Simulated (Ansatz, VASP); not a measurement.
**SiW in VASP and in Ansatz**

```
W Si
1.0
     0.00000    2.51285    2.51285
     2.51285    0.00000    2.51285
     2.51285    2.51285    0.00000
W Si
1 1
Direct
  0.00000 0.00000 0.00000
  0.50000 0.50000 0.50000
```

Alike in both runs: task single point; functional PBE; k mesh 10 × 10 × 10; occupations fermi-dirac, width 0.05 eV; no spin polarisation.

|  | VASP | Ansatz |
| --- | --- | --- |
| version | VASP 6.6.1 | Ansatz 0.2.0 |
| potentials or method | VASP PAW PBE potentials, release 64 (W_sv, Si), cutoff 520 eV | all-electron LAPW, scalar-relativistic |

Ansatz gave:

```
pressure (GPa) : -0.1
```

Q: What did VASP give for the same quantities?

A: Pressure (GPa): 0.0.

Ansatz ran all-electron here, and VASP with PAW potentials.

Neither program's run includes spin-orbit coupling.
